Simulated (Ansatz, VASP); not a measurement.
Ca2C in VASP and in Ansatz

```
Ca C
1.0
     3.29256    0.00000    0.00000
    -1.64628    2.85144    0.00000
     0.00000    0.00000   12.80671
Ca C
4 2
Direct
  0.33333 0.66667 0.62750
  0.66667 0.33333 0.12750
  0.33333 0.66667 0.87250
  0.66667 0.33333 0.37250
  0.33333 0.66667 0.25000
  0.66667 0.33333 0.75000
```

Alike in both runs: task relaxation of cell and atoms; functional PBE; k mesh 6 × 6 × 2; occupations gaussian, width 0.1 eV; no spin polarisation.

```csv
,VASP,Ansatz
version,VASP 6.6.1,Ansatz 0.2.0
potentials or method,"VASP PAW PBE potentials, release 64 (Ca_sv, C), cutoff 600 eV","scalar-relativistic, plane waves, PAW"
valence electrons in the cell,48,48
```

```tsv
	VASP	Ansatz	Ansatz less VASP
gap on the k mesh at the Fermi level, each at its own relaxed structure (eV)	none	none	-
relaxed volume (Å³/atom)	25.98	25.77	-0.215
relaxed length of the cell vector where the two differ most in proportion (Å)	13.401	13.343	-0.0577
```

A gap of «none» marks a metal or a gap that the smearing closes.

The k mesh is coarse, so the values compare programs but aren't converged. Noted on VASP's run: the volume moved by over 15 % at a fixed basis, so the end points are rough.
